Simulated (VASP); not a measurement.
Set up this calculation in VASP 6.6.1, as the native input.

```
Task                   : single point
Functional             : PBE
Potentials or basis    : VASP PAW PBE potentials, release 64 (B, Rh_pv)
Cutoff                 : 520 eV
k mesh                 : 6 × 6 × 6
Occupations            : gaussian, width 0.1 eV
Spin                   : no spin polarisation
Dipole correction      : no
Further INCAR settings : ALGO = Fast; EDIFF = 1e-06; NBANDS = 32
```

The structure of BRh3 lies in POSCAR:

```
BRh3
1.0
    3.6481351600      0.0000000000      0.0000000000
    0.0000000000      3.6481351600      0.0000000000
    0.0000000000      0.0000000000      3.6481351600
B Rh
1 3
Direct
    0.0000000000      0.0000000000      0.0000000000
    0.0000000000      0.5000000000      0.5000000000
    0.5000000000      0.0000000000      0.5000000000
    0.5000000000      0.5000000000      0.0000000000
```

One way to write it, as run:

INCAR

```
PREC     = Accurate       # precision mode
ENCUT    = 520            # plane-wave cutoff, eV
EDIFF    = 1E-6           # SCF threshold, eV
ISMEAR   = 0              # smearing method
SIGMA    = 0.1            # smearing width, eV
LREAL    = False          # projectors in reciprocal space
LASPH    = True           # aspherical terms in the spheres
NELM     = 100            # most SCF steps
ALGO     = Fast           # electronic algorithm
ISIF     = 2              # what is computed and relaxed
LWAVE    = False          # write WAVECAR
LCHARG   = True           # write CHGCAR
GGA      = PE             # functional
LELF     = True           # ELF
LVHAR    = True         
NBANDS   = 32             # bands
```

KPOINTS

```
Automatic mesh
0
Gamma
  6 6 6
```

Potentials or basis: VASP PAW PBE potentials, release 64 (B, Rh_pv).

Launch:

```console
$ cat potpaw_PBE.64/B/POTCAR potpaw_PBE.64/Rh_pv/POTCAR > POTCAR
$ mpirun -np 1 vasp_std > vasp.out
```

It gave:

| Property | Result |
| --- | --- |
| Pressure | 8.5 GPa |
| Band gap on the k mesh | zero (band 24 reaches 11.69 eV, above the bottom of band 25 at 11.02 eV) |

It took 20 s on 1 thread of AMD EPYC 7R13, with other jobs on the host, peak memory 0.17 GiB.
